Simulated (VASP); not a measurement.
Input of a VASP 6.6.1 run:

INCAR

```
SYSTEM = Ti
PREC = Accurate
ENCUT = 520
EDIFF = 1E-6
ISMEAR = 0
SIGMA = 0.15
LREAL = .False.
LASPH = .True.
NELM = 100
ALGO = Fast
ISIF = 2
LWAVE = .False.
LCHARG = .False.
GGA = PE
NBANDS = 25
```

The input KPOINTS:

```
regular mesh
0
Gamma
  12 12 14
  0 0 0
```

File POSCAR:

```
Ti
1.0
    4.4723000000      0.0000000000      0.0000000000
   -2.2361500000      3.8731254133      0.0000000000
    0.0000000000      0.0000000000      2.7185000000
Ti
3
Direct
    0.0000000000      0.0000000000      0.0000000000
    0.3333333333      0.6666666667      0.5000000000
    0.6666666667      0.3333333333      0.5000000000
```

Potentials or basis: VASP PAW PBE potentials, release 64 (Ti_sv).

Command:

```sh
$ cat potpaw_PBE.64/Ti_sv/POTCAR > POTCAR
$ mpirun -np 1 vasp_std > vasp.out
```

Problem. Predict the band gap on the k mesh.

Solution. Zero (bands 18 and 19 overlap by 0.28 eV).

Problem. Estimate the pressure.

Solution. 11.2 GPa.

Stress tensor (GPa, compression positive):
```
 9.71  0.00  0.00
 0.00  9.71  0.00
 0.00  0.00 14.26
```

Caveat: the cell stands under pressure.
